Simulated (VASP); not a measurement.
# Si: electric field gradients with PBE

The system is Si.

```
Si
1.0
     0.00000    2.72185    2.72185
     2.72185    0.00000    2.72185
     2.72185    2.72185    0.00000
Si
2
Direct
  0.75000 0.75000 0.75000
  0.50000 0.50000 0.50000
```

```
Program                : VASP 6.6.1
Task                   : electric field gradients
Functional             : PBE
Potentials or basis    : VASP PAW PBE potentials, release 64 (Si)
Cutoff                 : 520 eV
k mesh                 : 10 × 10 × 10
Occupations            : fermi-dirac, width 0.02 eV
Spin                   : no spin polarisation
Dipole correction      : no
Further INCAR settings : ALGO = Normal; EDIFF = 1e-08; NBANDS = 11
```

The pressure is 1.3 GPa and the band gap on the k mesh is 0.59 eV, indirect (least direct gap 2.56 eV).

Levels at points of the mesh, in eV from the valence-band top:
| k point | band 2 | band 3 | band 4 | band 5 | band 6 | band 7 |
| --- | --- | --- | --- | --- | --- | --- |
| (0.00, 0.00, 0.00) | 0.00 | 0.00 | 0.00 | 2.56 | 2.56 | 2.56 |
| (0.50, 0.00, 0.00) | -6.93 | -1.19 | -1.19 | 1.52 | 3.34 | 3.34 |
| (0.50, 0.50, 0.00) | -7.79 | -2.83 | -2.83 | 0.73 | 0.73 | 10.05 |

It took 16 s on 1 thread of Intel(R) Xeon(R) Platinum 8559C (Emerald Rapids), with other jobs on the host, peak memory 0.15 GiB.

Caveat: without QUAD_EFG the Cq values of the log hold for a quadrupole moment of 1 mb, not for the nuclei. A hybrid or GW would open this gap; PBE tends to underestimate it.
